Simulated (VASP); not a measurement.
Write the native input for VASP 6.6.1 that does the following.

```yaml
Task: single point
Functional: PBE
Potentials_or_basis: VASP PAW PBE potentials, release 64 (Ti_sv, O)
Cutoff: 520 eV
k_mesh: 8 × 8 × 8
Occupations: gaussian, width 0.05 eV
Spin: no spin polarisation
Hubbard_terms: Ti d U = 4.0 eV
Dipole_correction: no
Further_INCAR_settings: ALGO = Normal; EDIFF = 1e-07; NBANDS = 33
```

The structure of TiO2 lies in POSCAR:

```
TiO2
1.0
   -1.8768500000      1.8768500000      5.0203000000
    1.8768500000     -1.8768500000      5.0203000000
    1.8768500000      1.8768500000     -5.0203000000
Ti O
2 4
Direct
    0.0000000000      0.0000000000      0.0000000000
    0.7500000000      0.2500000000      0.5000000000
    0.2052277854      0.2052277854      0.0000000000
    0.9552277854      0.4552277854      0.5000000000
    0.5447722146      0.0447722146      0.5000000000
    0.7947722146      0.7947722146      0.0000000000
```

These files were run (other wordings do the same):

INCAR

```
SYSTEM = TiO2
PREC = Accurate
ENCUT = 520
EDIFF = 1E-7
ISMEAR = 0
SIGMA = 0.05
LREAL = .False.
LASPH = .True.
NELM = 150
ALGO = Normal
ISIF = 2
LWAVE = .False.
LCHARG = .True.
LMAXMIX = 4
LDAU = .True.
LDAUTYPE = 2
LDAUL = 2 -1
LDAUU = 4 0
LDAUJ = 0 0
LDAUPRINT = 1
GGA = PE
LELF = .True.
LVHAR = .True.
NBANDS = 33
```

KPOINTS

```
Automatic mesh
0
Gamma
  8 8 8
  0 0 0
```

Potentials or basis: VASP PAW PBE potentials, release 64 (Ti_sv, O).

Command:

```sh
$ cat potpaw_PBE.64/Ti_sv/POTCAR potpaw_PBE.64/O/POTCAR > POTCAR
$ mpirun -np 1 vasp_std > vasp.out
```

It gave:

```json
{
 "Pressure": "6.0 GPa",
 "Largest force": "0.308 eV/Å",
 "Band gap on the k mesh": "2.73 eV (least direct gap 3.05 eV)"
}
```

Caveat: the stress differs along the axes, from -1 to 10 GPa.

It took 4.7 min on 1 thread of Intel Xeon 8259CL, on a shared host, peak memory 0.29 GiB.
